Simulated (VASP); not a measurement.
Set up this calculation in VASP 6.6.1, as the native input.

* Task: single point
* Functional: PBEsol
* Potentials or basis: VASP PAW PBE potentials, release 64 (Zn, Cu)
* Cutoff: 520 eV
* k mesh: 18 × 18 × 18
* Occupations: gaussian, width 0.15 eV
* Spin: no spin polarisation
* Dipole correction: no
* Further INCAR settings: ALGO = Fast; EDIFF = 1e-06; NBANDS = 18

The structure of ZnCu lies in POSCAR:

```
ZnCu
1.0
    3.2211088218      0.9393316163      0.9393316163
    0.9393316163      3.2211088218      0.9393316163
    0.9393316163      0.9393316163      3.2211088218
Zn Cu
1 1
Direct
    0.5000000000      0.5000000000      0.5000000000
    0.0000000000      0.0000000000      0.0000000000
```

One way to write it, as run:

INCAR

```
SYSTEM = ZnCu
ALGO = Fast
EDIFF = 1E-6
ENCUT = 520
GGA = PS
ISIF = 2
ISMEAR = 0
LASPH = .True.
LCHARG = .True.
LELF = .True.
LREAL = .False.
LVHAR = .True.
LWAVE = .False.
NBANDS = 18
NELM = 60
PREC = Accurate
SIGMA = 0.15
```

KPOINTS

```
k-points
0
Gamma
  18 18 18
  0 0 0
```

Potentials or basis: VASP PAW PBE potentials, release 64 (Zn, Cu).

The run is started by

```console
$ cat potpaw_PBE.64/Zn/POTCAR potpaw_PBE.64/Cu/POTCAR > POTCAR
$ mpirun -np 1 vasp_std > vasp.out
```

It gave:

- Pressure: 8.8 GPa
- Band gap on the k mesh: zero (an odd number of electrons rules out a gap without spin polarisation)

Caveat: the cell stands under pressure; the PAW data sets were made with another functional, which shifts forces and pressure a little.

Wall time 3.3 min on 1 thread of Intel(R) Xeon(R) 6975P-C (Granite Rapids), on a shared host, peak memory 0.39 GiB.
